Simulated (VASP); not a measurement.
# AlRu (WC type) (P-6m2) in VASP: a series of runs

AlRu (WC type) is run at these levels: PBE; tasks: relaxation of shape and atoms at fixed volume.

Program: VASP 6.6.1. These are calculated values, not measurements. Logs are shortened: lines on timing, memory, paths and dates and some standing lists are left out, and cuts for length are marked.

## 1. The cell of the first run

Symmetry: P-6m2, No. 187, hexagonal system. The conventional cell has a = 2.775 Å, b = 2.775 Å, c = 3.730 Å, α = 90.00°, β = 90.00°, γ = 120.00°. Within 3.2 Å of Ru (site symmetry -6m2) lie 6 Al at 2.46 Å and 6 Ru at 2.77 Å. Al (site symmetry -6m2) has 6 Ru at 2.46 Å and 6 Al at 2.77 Å within 3.2 Å.

## 2. Relaxation of shape and atoms at fixed volume, PBE

Contents of INCAR:

```
SYSTEM = AlRu
ALGO = Normal
EDIFF = 1E-6
EDIFFG = -0.005
ENCUT = 600
GGA = PE
IBRION = 2
ISIF = 4
ISMEAR = -1
LASPH = .TRUE.
LCHARG = .FALSE.
LREAL = .FALSE.
LWAVE = .FALSE.
NELM = 100
NSW = 50
PREC = Accurate
SIGMA = 0.05
```

Contents of KPOINTS:

```
k-points
0
G
  13 13 12
  0 0 0
```

Contents of POSCAR:

```
AlRu
1.0
    2.7747442526      0.0000000000      0.0000000000
   -1.3873721263      2.4029990117      0.0000000000
    0.0000000000      0.0000000000      3.7300610453
Ru Al
1 1
Direct
    0.0000000000      0.0000000000      0.0000000000
    0.3333333333      0.6666666667      0.5000000000
```

Potentials or basis: VASP PAW PBE potentials, release 64 (Ru_pv, Al).

On the command line:

```bash
cat potpaw_PBE.64/Ru_pv/POTCAR potpaw_PBE.64/Al/POTCAR > POTCAR
mpirun -np 1 vasp_std > vasp.out
```

OUTCAR:

```text
SYSTEM = AlRu
   EDIFF = 1E-6
   EDIFFG = -0.005
   ENCUT = 600
   GGA = PE
   IBRION = 2
   ISIF = 4
   ISMEAR = -1
   LASPH = .TRUE.
   LREAL = .FALSE.
   NELM = 100
   NSW = 50
   PREC = Accurate

 ion  position               nearest neighbor table
   1  0.000  0.000  0.000-   2 2.46   2 2.46   2 2.46   2 2.46   2 2.46   2 2.46
   2  0.333  0.667  0.500-   1 2.46   1 2.46   1 2.46   1 2.46   1 2.46   1 2.46

  LATTYP: Found a hexagonal cell.
 ALAT       =     2.7747442526
 C/A-ratio  =     1.3442900339

  Lattice vectors:

 A1 = (   2.7747442526,   0.0000000000,   0.0000000000)
 A2 = (  -1.3873721263,   2.4029990117,   0.0000000000)
 A3 = (   0.0000000000,   0.0000000000,   3.7300610453)

Analysis of symmetry for initial positions (statically):
=====================================================================
 Subroutine PRICEL returns:
 Original cell was already a primitive cell.

 Routine SETGRP: Setting up the symmetry group for a
 hexagonal supercell.

 Subroutine GETGRP returns: Found 12 space group operations
 (whereof 12 operations were pure point group operations)
 out of a pool of 24 trial point group operations.

The static configuration has the point symmetry D_3h.

Analysis of symmetry for dynamics (positions and initial velocities):
=====================================================================
 Subroutine PRICEL returns:
 Original cell was already a primitive cell.

 Routine SETGRP: Setting up the symmetry group for a
 hexagonal supercell.

 Subroutine GETGRP returns: Found 12 space group operations
 (whereof 12 operations were pure point group operations)
 out of a pool of 24 trial point group operations.

The dynamic configuration has the point symmetry D_3h.

 Subroutine INISYM returns: Found 12 space group operations
 (whereof 12 operations are pure point group operations),
 and found     1 'primitive' translations

----------------------------------------------------------------------------------------

                                     Primitive cell

  volume of cell :      24.8710

  direct lattice vectors                    reciprocal lattice vectors
     2.774744253  0.000000000  0.000000000     0.360393575  0.208073327  0.000000000
    -1.387372126  2.402999012  0.000000000     0.000000000  0.416146655  0.000000000
     0.000000000  0.000000000  3.730061045     0.000000000  0.000000000  0.268092127

  length of vectors
     2.774744253  2.774744253  3.730061045     0.416146655  0.416146655  0.268092127

  position of ions in fractional coordinates (direct lattice)
     0.000000000  0.000000000  0.000000000
     0.333333333  0.666666667  0.500000000

  ion indices of the primitive-cell ions
   primitive index   ion index
                 1           1
                 2           2

----------------------------------------------------------------------------------------

 KPOINTS: k-points

Automatic generation of k-mesh.
 Grid dimensions read from file:
 generate k-points for:   13   13   12

 Generating k-lattice:

  Cartesian coordinates                     Fractional coordinates (reciprocal lattice)
     0.027722583  0.016005641  0.000000000     0.076923077 -0.000000000  0.000000000
     0.000000000  0.032011281  0.000000000     0.000000000  0.076923077  0.000000000
     0.000000000  0.000000000  0.022341011     0.000000000  0.000000000  0.083333333

  Length of vectors
     0.032011281  0.032011281  0.022341011

  Shift w.r.t. Gamma in fractional coordinates (k-lattice)
     0.000000000  0.000000000  0.000000000

 Subroutine IBZKPT returns following result:
 ===========================================

 Found    147 irreducible k-points:

 Following reciprocal coordinates:
            Coordinates               Weight
  0.000000  0.000000  0.000000      1.000000
  0.076923  0.000000  0.000000      6.000000
  0.153846  0.000000  0.000000      6.000000
  0.230769  0.000000  0.000000      6.000000
  0.307692  0.000000  0.000000      6.000000
  0.384615  0.000000  0.000000      6.000000
[... 16 lines left out ...]
  0.076923  0.000000  0.083333     12.000000
  0.153846  0.000000  0.083333     12.000000
 [... further k-points ...]
   k-points           NKPTS =    147   k-points in BZ     NKDIM =    147   number of bands    NBANDS=     12
   number of dos      NEDOS =    301   number of ions     NIONS =      2
   total plane-waves  NPLWV =  17280
   dimension x,y,z NGX =    24 NGY =   24 NGZ =   30
   dimension x,y,z NGXF=    48 NGYF=   48 NGZF=   60
   ions per type =               1   1
   NGX,Y,Z   is equivalent  to a cutoff of  14.38, 14.38, 13.37 a.u.
   NGXF,Y,Z  is equivalent  to a cutoff of  28.76, 28.76, 26.74 a.u.
 SYSTEM =  AlRu
   PREC   = accura    normal or accurate (medium, high low for compatibility)
   ISTART =      0    job   : 0-new  1-cont  2-samecut
   ICHARG =      2    charge: 1-file 2-atom 10-const
   ISPIN  =      1    spin polarized calculation?
   LNONCOLLINEAR =      F non collinear calculations
   LSORBIT =      F    spin-orbit coupling
   LASPH  =      T    aspherical Exc in radial PAW
   ENCUT  =  600.0 eV  44.10 Ry    6.64 a.u.   5.54  5.54  7.45*2*pi/ulx,y,z
   NELM   =    100;   NELMIN=  2; NELMDL= -5     # of ELM steps
   EDIFF  = 0.1E-05   stopping-criterion for ELM
   LREAL  =      F    real-space projection
   EDIFFG = -.5E-02   stopping-criterion for IOM
   NSW    =     50    number of steps for IOM
   IBRION =      2    ionic relax: 0-MD 1-quasi-New 2-CG
   NFREE  =      1    steps in history (QN), initial steepest desc. (CG)
   ISIF   =      4    stress and relaxation
   ISYM   =      2    0-nonsym 1-usesym 2-fastsym
   POTIM  = 0.5000    time-step for ionic-motion
   TEBEG  =    0.0;   TEEND  =   0.0 temperature during run
   PSTRESS=    0.0 pullay stress
   NELECT =      17.0000    total number of electrons
   NUPDOWN=      -1.0000    fix difference up-down
   EMIN   =  10.00;   EMAX   =-10.00  energy-range for DOS
   EFERMI =   0.00;   METHOD = LEGACY
   ISMEAR =    -1;   SIGMA  =   0.05  broadening in eV -4-tet -1-fermi 0-gaus
   EFERMI_NEDOS =   21; number of points for ismear=-14 and -15
   IALGO  =     38    algorithm
   IMIX   =      4    mixing-type and parameters
     AMIX     =   0.40;   BMIX     =  1.00
     AMIX_MAG =   1.60;   BMIX_MAG =  1.00
  volume/ion in A,a.u.               =      12.44        83.92
  Fermi-wavevector in a.u.,A,eV,Ry     =   1.442094  2.725163 28.295163  2.079636
  Thomas-Fermi vector in A             =   2.560653
   LORBIT       =      0    0 simple, 1 ext, 2 COOP (PROOUT), +10 PAW based schemes
   GGA     = PE    functional components
   LHFCALC =     F    Hartree Fock is set to
   AEXX    =    0.0000 exact exchange contribution
   IVDW    =     0    specifies the selected vdW correction
   LEPSILON=     F    determine dielectric tensor
   LRPA    =     F    only Hartree local field effects (RPA)
 conjugate gradient relaxation of ions
 non-spin polarized calculation
  energy-cutoff  :      600.00
  volume of cell :       24.87
 maximum number of plane-waves:       873
 NGX is ok and might be reduce to    24
   NGX = 11   NGY = 11   NGZ = 15

--------------------------------------- Ionic step        1  -------------------------------------------

 number of electron      17.0000000 magnetization

 Free energy of the ion-electron system (eV)
  ---------------------------------------------------
  ext. energy  EPLUGINS =         0.00000000
  ---------------------------------------------------
  free energy    TOTEN  =       -13.60603803 eV

  energy without entropy =      -13.59574374  energy(sigma->0) =      -13.60089089

------------------------ aborting loop because EDIFF is reached ----------------------------------------

  FORCE on cell =-STRESS in cart. coord.  units (eV):
  Direction    XX          YY          ZZ          XY          YZ          ZX
  --------------------------------------------------------------------------------------
  -------------------------------------------------------------------------------------
  Total        4.8188466      4.8188466      5.4903162     -0.0000000      0.0000000      0.0000000
  in kB      310.4282149    310.4282149    353.6840251     -0.0000000      0.0000000      0.0000000
  external PRESSURE =     324.8468183 kB  Pullay stress =       0.0000000 kB

 VOLUME and BASIS-vectors are now :
 -----------------------------------------------------------------------------
  energy-cutoff  :      600.00
  volume of cell :       24.87
      direct lattice vectors                 reciprocal lattice vectors
     2.774744253  0.000000000  0.000000000     0.360393575  0.208073327  0.000000000
    -1.387372126  2.402999012  0.000000000     0.000000000  0.416146655  0.000000000
     0.000000000  0.000000000  3.730061045     0.000000000  0.000000000  0.268092127
[... 73 lines left out ...]
 POSITION                                       TOTAL-FORCE (eV/Angst)
 -----------------------------------------------------------------------------------
     -0.00000      0.00000      3.77668         0.000000      0.000000      0.000000
     -0.00000      1.59208      1.88834        -0.000000     -0.000000      0.000000
 -----------------------------------------------------------------------------------
    total drift:                                0.000000     -0.000000     -0.000000

  FREE ENERGIE OF THE ION-ELECTRON SYSTEM (eV)
  ---------------------------------------------------
  free  energy   TOTEN  =       -13.6103461637 eV

  energy  without entropy=      -13.5990924340  energy(sigma->0) =      -13.60471930

--------------------------------------- Ionic step        4  -------------------------------------------

 number of electron      17.0000004 magnetization

 Free energy of the ion-electron system (eV)
  ---------------------------------------------------
  ext. energy  EPLUGINS =         0.00000000
  ---------------------------------------------------
  free energy    TOTEN  =       -13.61034642 eV

  energy without entropy =      -13.59906944  energy(sigma->0) =      -13.60470793

 E-fermi :  12.1362     XC(G=0): -12.9337

 val. band max:       12.1334281612   @ k =   0.0769   0.0000   0.0000
 cond. band min:      12.1399602294   @ k =   0.2308   0.0769   0.2500
 fundamental gap:      0.0065320682
 Fermi energy:        12.1362407839

 k-point     1 :       0.0000    0.0000    0.0000
  band No.  band energies     occupation
      1     -30.0769      2.00000
      2     -29.9174      2.00000
      3     -29.9174      2.00000
      4       1.5225      2.00000
      5       7.2754      2.00000
      6      10.0935      2.00000
      7      10.0935      2.00000
      8      12.0796      1.51255
      9      12.1916      0.49678
     10      12.1916      0.49678
     11      19.2279      0.00000
     12      23.7344      0.00000

 k-point     2 :       0.0769    0.0000    0.0000
  band No.  band energies     occupation
      1     -30.0712      2.00000
      2     -29.9555      2.00000
      3     -29.9262      2.00000
      4       1.6893      2.00000
      5       7.4266      2.00000
      6       9.9330      2.00000
      7      10.2564      2.00000
      8      10.9888      2.00000
      9      12.1334      1.02812
     10      13.3709      0.00000
     11      19.2036      0.00000
     12      23.5859      0.00000
[... 316 lines left out ...]
 k-point    24 :       0.1538    0.0000    0.0833
  band No.  band energies     occupation
      1     -30.0605      2.00000
      2     -30.0570      2.00000
      3     -29.9507      2.00000
      4       2.2604      2.00000
      5       7.7708      2.00000
      6       9.5785      2.00000
      7       9.9334      2.00000
      8      10.7320      2.00000
      9      11.9507      1.95222
     10      14.3105      0.00000
     11      19.3332      0.00000
     12      21.6657      0.00000

 [... further k-points ...]
[... 5 lines left out ...]
  --------------------------------------------------------------------------------------
  -------------------------------------------------------------------------------------
  Total        4.9863147      4.9863147      4.9796116      0.0000000     -0.0000000      0.0000000
  in kB      321.2164479    321.2164478    320.7846335      0.0000000     -0.0000000      0.0000000
  external PRESSURE =     321.0725097 kB  Pullay stress =       0.0000000 kB

 VOLUME and BASIS-vectors are now :
 -----------------------------------------------------------------------------
  energy-cutoff  :      600.00
  volume of cell :       24.87
      direct lattice vectors                 reciprocal lattice vectors
     2.757121429  0.000000000  0.000000000     0.362697119  0.209403279 -0.000000000
    -1.378560715  2.387737199  0.000000000    -0.000000000  0.418806559 -0.000000000
     0.000000000  0.000000000  3.777896650     0.000000000 -0.000000000  0.264697553

 POSITION                                       TOTAL-FORCE (eV/Angst)
 -----------------------------------------------------------------------------------
      2.75712      0.00000      0.00000        -0.000000      0.000000      0.000000
     -0.00000      1.59182      1.88895         0.000000     -0.000000      0.000000
 -----------------------------------------------------------------------------------
    total drift:                                0.000000     -0.000000     -0.000000

  FREE ENERGIE OF THE ION-ELECTRON SYSTEM (eV)
  ---------------------------------------------------
  free  energy   TOTEN  =       -13.6103464180 eV

  energy  without entropy=      -13.5990694382  energy(sigma->0) =      -13.60470793

 reached required accuracy - stopping structural energy minimisation
```

Run time: 38 s. Hardware: 1 thread of Intel Xeon 6975P-C (Granite Rapids), shared host; peak memory 0.19 GiB.

Results:

```
Free energy               : -13.6103 eV
Energy gained by relaxing : 2.2 meV/atom
Ionic steps               : 4
Pressure after relaxing   : 32.1 GPa
```

The path:
```
step  energy change (eV)  largest force (eV/Å)  pressure (GPa)  volume (Å³)
   1              0.0000                0.0000           32.48        24.87
   2             -0.0042                0.0000           32.15        24.87
   3             -0.0043                0.0000           32.12        24.87
   4             -0.0043                0.0000           32.11        24.87
```

Final structure:
```
CELL_PARAMETERS angstrom
2.75712 0.00000 0.00000
-1.37856 2.38774 0.00000
0.00000 0.00000 3.77790
ATOMIC_POSITIONS crystal
Ru 0.00000 0.00000 0.00000
Al 0.33333 0.66667 0.50000
```

[end of part 1 of 2]
